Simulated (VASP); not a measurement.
# KBr (Fm-3m) in VASP: further runs, part 2 of 2

VASP 6.6.1. Earlier steps stand in the parts before.

## 3. Single point, BLYP

This run uses another cell than the first one, of 34.50 Å³/atom, 0.983 times its volume.

The input, INCAR:

```
PREC = Accurate ; ENCUT = 520
EDIFF = 1E-7 ; ISMEAR = -1
SIGMA = 0.05 ; LREAL = False
LASPH = True ; NELM = 100
ALGO = Normal ; ISIF = 2
LWAVE = False ; LCHARG = True
GGA = B5 ; ALDAX = 1.0
AGGAX = 1.0 ; AGGAC = 1.0
ALDAC = 0.0 ; LELF = True
LVHAR = True ; NBANDS = 15
```

The input, KPOINTS:

```
Automatic mesh
0
Gamma
  7 7 7
```

The input, POSCAR:

```
KBr
1.0
    0.0000000000      3.2553999381      3.2553999381
    3.2553999381      0.0000000000      3.2553999381
    3.2553999381      3.2553999381      0.0000000000
Br K
1 1
Direct
    0.5000000000      0.5000000000      0.5000000000
    0.0000000000      0.0000000000      0.0000000000
```

Potentials or basis: VASP PAW PBE potentials, release 64 (Br, K_sv).

Run with:

```
cat potpaw_PBE.64/Br/POTCAR potpaw_PBE.64/K_sv/POTCAR > POTCAR
mpirun -np 1 vasp_std > vasp.out
```

OUTCAR:

```text
PREC = Accurate
   ENCUT = 520
   EDIFF = 1E-7
   ISMEAR = -1
   LREAL = False
   LASPH = True
   NELM = 100
   ISIF = 2
   GGA = B5

 ion  position               nearest neighbor table
   1  0.500  0.500  0.500-   2 3.26   2 3.26   2 3.26   2 3.26   2 3.26   2 3.26
   2  0.000  0.000  0.000-   1 3.26   1 3.26   1 3.26   1 3.26   1 3.26   1 3.26

  LATTYP: Found a face centered cubic cell.
 ALAT       =     6.5107998762

  Lattice vectors:

 A1 = (   0.0000000000,   3.2553999381,   3.2553999381)
 A2 = (   3.2553999381,   0.0000000000,   3.2553999381)
 A3 = (   3.2553999381,   3.2553999381,   0.0000000000)

Analysis of symmetry for initial positions (statically):
=====================================================================
 Subroutine PRICEL returns:
 Original cell was already a primitive cell.

 Routine SETGRP: Setting up the symmetry group for a
 face centered cubic supercell.

 Subroutine GETGRP returns: Found 48 space group operations
 (whereof 48 operations were pure point group operations)
 out of a pool of 48 trial point group operations.

The static configuration has the point symmetry O_h .

Analysis of symmetry for dynamics (positions and initial velocities):
=====================================================================
 Subroutine PRICEL returns:
 Original cell was already a primitive cell.

 Routine SETGRP: Setting up the symmetry group for a
 face centered cubic supercell.

 Subroutine GETGRP returns: Found 48 space group operations
 (whereof 48 operations were pure point group operations)
 out of a pool of 48 trial point group operations.

The dynamic configuration has the point symmetry O_h .

 Subroutine INISYM returns: Found 48 space group operations
 (whereof 48 operations are pure point group operations),
 and found     1 'primitive' translations

----------------------------------------------------------------------------------------

                                     Primitive cell

  volume of cell :      68.9990

  direct lattice vectors                    reciprocal lattice vectors
     0.000000000  3.255399938  3.255399938    -0.153590959  0.153590959  0.153590959
     3.255399938  0.000000000  3.255399938     0.153590959 -0.153590959  0.153590959
     3.255399938  3.255399938  0.000000000     0.153590959  0.153590959 -0.153590959

  length of vectors
     4.603830743  4.603830743  4.603830743     0.266027345  0.266027345  0.266027345

  position of ions in fractional coordinates (direct lattice)
     0.500000000  0.500000000  0.500000000
     0.000000000  0.000000000  0.000000000

  ion indices of the primitive-cell ions
   primitive index   ion index
                 1           1
                 2           2

----------------------------------------------------------------------------------------

 KPOINTS: Automatic mesh

Automatic generation of k-mesh.
 Grid dimensions read from file:
 generate k-points for:    7    7    7

 Generating k-lattice:

  Cartesian coordinates                     Fractional coordinates (reciprocal lattice)
    -0.021941566  0.021941566  0.021941566     0.142857143  0.000000000  0.000000000
     0.021941566 -0.021941566  0.021941566     0.000000000  0.142857143  0.000000000
[... 36 lines left out ...]
   number of dos      NEDOS =    301   number of ions     NIONS =      2
   total plane-waves  NPLWV =  46656
   dimension x,y,z NGX =    36 NGY =   36 NGZ =   36
   dimension x,y,z NGXF=    72 NGYF=   72 NGZF=   72
   ions per type =               1   1
   NGX,Y,Z   is equivalent  to a cutoff of  13.00, 13.00, 13.00 a.u.
   NGXF,Y,Z  is equivalent  to a cutoff of  26.00, 26.00, 26.00 a.u.
 SYSTEM =  unknown system
   PREC   = accura    normal or accurate (medium, high low for compatibility)
   ISTART =      0    job   : 0-new  1-cont  2-samecut
   ICHARG =      2    charge: 1-file 2-atom 10-const
   ISPIN  =      1    spin polarized calculation?
   LNONCOLLINEAR =      F non collinear calculations
   LSORBIT =      F    spin-orbit coupling
   LASPH  =      T    aspherical Exc in radial PAW
   ENCUT  =  520.0 eV  38.22 Ry    6.18 a.u.   8.56  8.56  8.56*2*pi/ulx,y,z
   NELM   =    100;   NELMIN=  2; NELMDL= -5     # of ELM steps
   EDIFF  = 0.1E-06   stopping-criterion for ELM
   LREAL  =      F    real-space projection
   EDIFFG = 0.1E-05   stopping-criterion for IOM
   NSW    =      0    number of steps for IOM
   IBRION =     -1    ionic relax: 0-MD 1-quasi-New 2-CG
   NFREE  =      0    steps in history (QN), initial steepest desc. (CG)
   ISIF   =      2    stress and relaxation
   ISYM   =      2    0-nonsym 1-usesym 2-fastsym
   POTIM  = 0.5000    time-step for ionic-motion
   TEBEG  =    0.0;   TEEND  =   0.0 temperature during run
   PSTRESS=    0.0 pullay stress
   NELECT =      16.0000    total number of electrons
   NUPDOWN=      -1.0000    fix difference up-down
   EMIN   =  10.00;   EMAX   =-10.00  energy-range for DOS
   EFERMI =   0.00;   METHOD = LEGACY
   ISMEAR =    -1;   SIGMA  =   0.05  broadening in eV -4-tet -1-fermi 0-gaus
   EFERMI_NEDOS =   21; number of points for ismear=-14 and -15
   IALGO  =     38    algorithm
   IMIX   =      4    mixing-type and parameters
     AMIX     =   0.40;   BMIX     =  1.00
     AMIX_MAG =   1.60;   BMIX_MAG =  1.00
  volume/ion in A,a.u.               =      34.50       232.81
  Fermi-wavevector in a.u.,A,eV,Ry     =   1.005774  1.900638 13.763404  1.011582
  Thomas-Fermi vector in A             =   2.138475
   LORBIT       =      0    0 simple, 1 ext, 2 COOP (PROOUT), +10 PAW based schemes
   GGA     = B5    functional components
   LHFCALC =     F    Hartree Fock is set to
   AEXX    =    0.0000 exact exchange contribution
   IVDW    =     0    specifies the selected vdW correction
   LEPSILON=     F    determine dielectric tensor
   LRPA    =     F    only Hartree local field effects (RPA)
 non-spin polarized calculation
  energy-cutoff  :      520.00
  volume of cell :       69.00
 maximum number of plane-waves:      1875
 NGX is ok and might be reduce to    36
   NGX = 17   NGY = 17   NGZ = 17

 number of electron      16.0000001 magnetization

 Free energy of the ion-electron system (eV)
  ---------------------------------------------------
  ext. energy  EPLUGINS =         0.00000000
  ---------------------------------------------------
  free energy    TOTEN  =        -5.76566172 eV

  energy without entropy =       -5.76566172  energy(sigma->0) =       -5.76566172

 E-fermi :  -0.2372     XC(G=0):  -7.2234

 val. band max:       -1.2650336658   @ k =   0.0000   0.0000   0.0000
 cond. band min:       3.3018079647   @ k =   0.0000   0.0000   0.0000
 fundamental gap:      4.5668416306
 Fermi energy:        -0.2371545571

 k-point     1 :       0.0000    0.0000    0.0000
  band No.  band energies     occupation
      1     -28.9790      2.00000
      2     -13.6194      2.00000
      3     -12.5347      2.00000
      4     -12.5347      2.00000
      5     -12.5347      2.00000
      6      -1.2650      2.00000
      7      -1.2650      2.00000
      8      -1.2650      2.00000
      9       3.3018      0.00000
     10       6.2784      0.00000
     11       6.2784      0.00000
     12       6.2784      0.00000
     13       7.1116      0.00000
     14       7.1116      0.00000
[... 329 lines left out ...]
      2     -13.6410      2.00000
      3     -12.6132      2.00000
      4     -12.5852      2.00000
      5     -12.4162      2.00000
      6      -1.9838      2.00000
      7      -1.9192      2.00000
      8      -1.7147      2.00000
      9       5.8443      0.00000
     10       6.6178      0.00000
     11       7.1605      0.00000
     12       7.8511      0.00000
     13       9.2159      0.00000
     14       9.2797      0.00000
     15      10.1445      0.00000

------------------------ aborting loop because EDIFF is reached ----------------------------------------

  FORCE on cell =-STRESS in cart. coord.  units (eV):
  Direction    XX          YY          ZZ          XY          YZ          ZX
  --------------------------------------------------------------------------------------
  -------------------------------------------------------------------------------------
  Total        1.0204989      1.0204989      1.0204989      0.0000000      0.0000000     -0.0000000
  in kB       23.6962737     23.6962737     23.6962737      0.0000000      0.0000000     -0.0000000
  external PRESSURE =      23.6962737 kB  Pullay stress =       0.0000000 kB

 VOLUME and BASIS-vectors are now :
 -----------------------------------------------------------------------------
  energy-cutoff  :      520.00
  volume of cell :       69.00
      direct lattice vectors                 reciprocal lattice vectors
     0.000000000  3.255399938  3.255399938    -0.153590959  0.153590959  0.153590959
     3.255399938  0.000000000  3.255399938     0.153590959 -0.153590959  0.153590959
     3.255399938  3.255399938  0.000000000     0.153590959  0.153590959 -0.153590959

 POSITION                                       TOTAL-FORCE (eV/Angst)
 -----------------------------------------------------------------------------------
      3.25540      3.25540      3.25540         0.000000      0.000000      0.000000
      0.00000      0.00000      0.00000        -0.000000     -0.000000     -0.000000
 -----------------------------------------------------------------------------------
    total drift:                                0.000000      0.000000      0.000000

  FREE ENERGIE OF THE ION-ELECTRON SYSTEM (eV)
  ---------------------------------------------------
  free  energy   TOTEN  =        -5.7656617164 eV

  energy  without entropy=       -5.7656617163  energy(sigma->0) =       -5.76566172
```

Run time: 24 s. Hardware: 1 thread of Intel Xeon Platinum 8488C (Sapphire Rapids), shared host; peak memory 0.2 GiB.

Results:

```yaml
Free_energy: -5.7657 eV
Pressure: 2.4 GPa
Band_gap_on_the_k_mesh: 4.57 eV, direct
```

Levels at points of the mesh, in eV from the valence-band top:
| k point | band 6 | band 7 | band 8 | band 9 | band 10 | band 11 |
| --- | --- | --- | --- | --- | --- | --- |
| (0.00, 0.00, 0.00) | 0.00 | 0.00 | 0.00 | 4.57 | 7.54 | 7.54 |

Caveat: the PAW data sets were made with another functional, which shifts forces and pressure a little.

## 4. Single point, BLYP

This run uses another cell than the first one, of 35.22 Å³/atom, 1.003 times its volume.

The input, INCAR:

```
SYSTEM = KBr
AGGAC    = 1.0          
AGGAX    = 1.0          
ALDAC    = 0.0          
ALDAX    = 1.0          
ALGO     = Normal         ! electronic algorithm
EDIFF    = 1E-7           ! SCF threshold, eV
ENCUT    = 520            ! plane-wave cutoff, eV
GGA      = B5             ! functional
ISIF     = 2              ! what is computed and relaxed
ISMEAR   = -1             ! smearing method
LASPH    = .True.         ! aspherical terms in the spheres
LCHARG   = .False.        ! write CHGCAR
LREAL    = .False.        ! projectors in reciprocal space
LWAVE    = .False.        ! write WAVECAR
NBANDS   = 15             ! bands
NELM     = 100            ! most SCF steps
PREC     = Accurate       ! precision mode
SIGMA    = 0.05           ! smearing width, eV
```

The input, KPOINTS:

```
k-points
0
Gamma
  7 7 7
  0 0 0
```

The input, POSCAR:

```
KBr
1.0
    0.0000000000      3.2778516817      3.2778516817
    3.2778516817      0.0000000000      3.2778516817
    3.2778516817      3.2778516817      0.0000000000
Br K
1 1
Direct
    0.5000000000      0.5000000000      0.5000000000
    0.0000000000      0.0000000000      0.0000000000
```

Run with:

```
cat potpaw_PBE.64/Br/POTCAR potpaw_PBE.64/K_sv/POTCAR > POTCAR
mpirun -np 1 vasp_std > vasp.out
```

Wall time 23 s (1 thread of Intel Xeon Platinum 8488C (Sapphire Rapids), shared host); peak memory 0.21 GiB.

Results (log left out):

```
Free energy            : -5.7851 eV
Pressure               : 1.9 GPa
Band gap on the k mesh : 4.51 eV, direct
```

Levels at points of the mesh, in eV from the valence-band top:
| k point | band 5 | band 6 | band 7 | band 8 | band 9 | band 10 | band 11 | band 12 |
| --- | --- | --- | --- | --- | --- | --- | --- | --- |
| (0.00, 0.00, 0.00) | -11.31 | 0.00 | 0.00 | 0.00 | 4.51 | 7.54 | 7.54 | 7.54 |

Caveat: the PAW data sets were made with another functional, which shifts forces and pressure a little.

## 5. Single point, PBE+D3(BJ)

This run uses another cell than the first one, of 35.94 Å³/atom, 1.024 times its volume.

The input, INCAR:

```
SYSTEM = KBr
PREC = Accurate ; ENCUT = 520
EDIFF = 1E-6 ; ISMEAR = -1
SIGMA = 0.05 ; LREAL = .False.
LASPH = .True. ; NELM = 100
ALGO = Normal ; ISIF = 2
LWAVE = .False. ; LCHARG = .False.
GGA = PE ; IVDW = 12
NBANDS = 15
```

The input, KPOINTS:

```
regular mesh
0
Gamma
  7 7 7
  0 0 0
```

The input, POSCAR:

```
KBr
1.0
    0.0000000000      3.3000000000      3.3000000000
    3.3000000000      0.0000000000      3.3000000000
    3.3000000000      3.3000000000      0.0000000000
Br K
1 1
Direct
    0.5000000000      0.5000000000      0.5000000000
    0.0000000000      0.0000000000      0.0000000000
```

Run with:

```
cat potpaw_PBE.64/Br/POTCAR potpaw_PBE.64/K_sv/POTCAR > POTCAR
mpirun -np 1 vasp_std > vasp.out
```

Run time: 12 s. Hardware: 1 thread of Intel Xeon Platinum 8488C (Sapphire Rapids), shared host; peak memory 0.22 GiB.

It converged, with:

```yaml
Free_energy: -6.6285 eV
Pressure: -0.2 GPa
Band_gap_on_the_k_mesh: 4.43 eV, direct
Dispersion_energy_per_atom: -0.207 eV
```

Levels at points of the mesh, in eV from the valence-band top:
```
           k point  band 5  band 6  band 7  band 8  band 9  band 10  band 11  band 12
(0.00, 0.00, 0.00)  -11.26    0.00    0.00    0.00    4.43     7.60     7.60     7.60
```

## 6. Overview

| level | cell | gap on the mesh (eV) | pressure (GPa) |
| --- | --- | --- | --- |
| PBEsol | a = 4.631 Å, angles 60.0°, 2 atoms | 4.34 | 0.1 |
| BLYP | a = 4.604 Å, angles 60.0°, 2 atoms | 4.57 | 2.4 |
| BLYP | a = 4.636 Å, angles 60.0°, 2 atoms | 4.51 | 1.9 |
| PBE+D3(BJ) | a = 4.667 Å, angles 60.0°, 2 atoms | 4.43 | -0.2 |

Alike in all rows: task single point; potentials or basis VASP PAW PBE potentials, release 64 (Br, K_sv); no spin polarisation; k mesh 7 × 7 × 7; cutoff (eV) 520; smearing fermi-dirac 0.05 eV.

Caveats: the PAW data sets were made with another functional, which shifts forces and pressure a little (some runs).

Total energies depend on the potentials used, so only differences within one code and one set of settings carry meaning.
